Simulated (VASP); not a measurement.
A run of VASP 6.6.1 is set up as follows.

INCAR

```
  PREC = Accurate
  ENCUT = 600
  EDIFF = 1E-6
  ISMEAR = -1
  SIGMA = 0.05
  LREAL = F
  LASPH = T
  NELM = 100
  ALGO = Normal
  ISIF = 3
  LWAVE = F
  LCHARG = F
  GGA = PE
  IBRION = 2
  NSW = 60
  EDIFFG = -0.01
```

File KPOINTS:

```
Automatic mesh
0
Gamma
  11 11 11
```

The input POSCAR:

```
CuO
1.0
    0.0000000000      2.1165600000      2.1165600000
    2.1165600000      0.0000000000      2.1165600000
    2.1165600000      2.1165600000      0.0000000000
Cu O
1 1
Direct
    0.0294977200      0.0281008700      0.9080259900
    0.4705022800      0.4718991300      0.5919740100
```

Potentials or basis: VASP PAW PBE potentials, release 64 (Cu, O).

Command:

```console
$ cat potpaw_PBE.64/Cu/POTCAR potpaw_PBE.64/O/POTCAR > POTCAR
$ mpirun -np 1 vasp_std > vasp.out
```

Question: What does it give for the band gap on the k mesh?

Answer: Zero (an odd number of electrons rules out a gap without spin polarisation).

Question: Predict the space group after relaxing (to 0.1 Å).

Answer: Fm-3m (No. 225).

Question: What does it give for the relaxed cell?

Answer: a = 3.002 Å, b = 3.003 Å, c = 3.001 Å, α = 59.96°, β = 59.98°, γ = 60.00°.

Final structure:
```xyz
2
Lattice="0.0005 2.1234 2.1227 2.1243 0.0007 2.1225 2.1224 2.1218 0.0009" Properties=species:S:1:pos:R:3 pbc="T T T"
Cu    2.1248    2.1242    4.2451
O     2.1237    2.1230    2.1231
```

Caveat: an odd number of electrons without spin polarisation forces a metal; a magnetic or distorted state may lie lower; semilocal functionals often make such compounds metallic where correlation or magnetic order opens a gap, which also shifts bond lengths. With open d or f shells a metallic result of PBE can be an artefact of self-interaction; +U or a hybrid may open a gap.
